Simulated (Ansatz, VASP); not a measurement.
## ZnCd3Se2 in VASP and in Ansatz

```
Zn Cd Se
1.0
     3.99081    0.00000    0.00000
     0.00000    3.99081    0.00000
     0.00000    0.00000    9.67906
Zn Cd Se
1 3 2
Cartesian
  1.9954 1.9954 4.8395
  0.0000 0.0000 0.0000
  0.0000 0.0000 6.3037
  0.0000 0.0000 3.3754
  1.9954 1.9954 7.2093
  1.9954 1.9954 2.4698
```

Change from the starting cell: species swapped into the MgSc3Ru2 type (P4/mmm, No. 123).

Alike in both runs: functional PBE; k mesh 10 × 10 × 4; occupations gaussian, width 0.1 eV; no spin polarisation.

Ansatz relaxed the structure, and its values are those at the end. VASP's run is a single point on that final structure, the one shown.

|  | VASP | Ansatz |
| --- | --- | --- |
| version | VASP 6.6.1 | Ansatz 0.2.0 |
| potentials or method | VASP PAW PBE potentials, release 64 (Zn, Cd, Se), cutoff 520 eV | scalar-relativistic, plane waves, PAW |
| valence electrons in the cell | 60 | 104 |

Ansatz gave:

```
gap on the k mesh at the Fermi level (eV) : none
pressure (GPa)                            : 0.0
rms of the force components (eV/Å)        : 0.001
```

Problem. What did VASP give for the same quantities?

Solution. gap on the k mesh at the Fermi level (eV): none; pressure (GPa): 0.2; rms of the force components (eV/Å): 0.014.

A gap of «none» marks a metal or a gap that the smearing closes. With one functional, cell and mesh, what is left measures potentials, basis and numerics. VASP's potentials hold 60 valence electrons a cell and Ansatz's 104, so a difference there can come from the potentials and not from the codes.
